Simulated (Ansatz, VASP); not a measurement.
# One calculation of NaH, two programs

```xyz
2
Lattice="0.0000 2.3338 2.3338 2.3338 0.0000 2.3338 2.3338 2.3338 0.0000" Properties=species:S:1:pos:R:3 pbc="T T T"
Na    0.0000    0.0000    0.0000
H     2.3338    2.3338    2.3338
```

Alike in both runs: task single point; functional LDA; k mesh 8 × 8 × 8; no spin polarisation.

```csv
,VASP,Ansatz
version,VASP 6.6.1,Ansatz 0.2.0
potentials or method,"VASP PAW LDA potentials, release 64 (Na_pv, H)","PAW with Ansatz's default frozen-core files, scalar-relativistic"
plane-wave cutoff (eV),500,420
occupations,"gaussian, width 0.01 eV",fixed
valence electrons in the cell,8,10
```

Ansatz gave:

```
gap on the k mesh at the Fermi level (eV) : 3.57
pressure (GPa)                            : 0.4
```

Task: What did VASP give for the same quantities?

Result: gap on the k mesh at the Fermi level (eV): 3.57; pressure (GPa): 0.3.

LDA's correlation is that of Perdew and Zunger in VASP and of Perdew and Wang (1992) in Ansatz. VASP's potentials hold 8 valence electrons a cell and Ansatz's 10, so a difference there can come from the potentials and not from the codes.
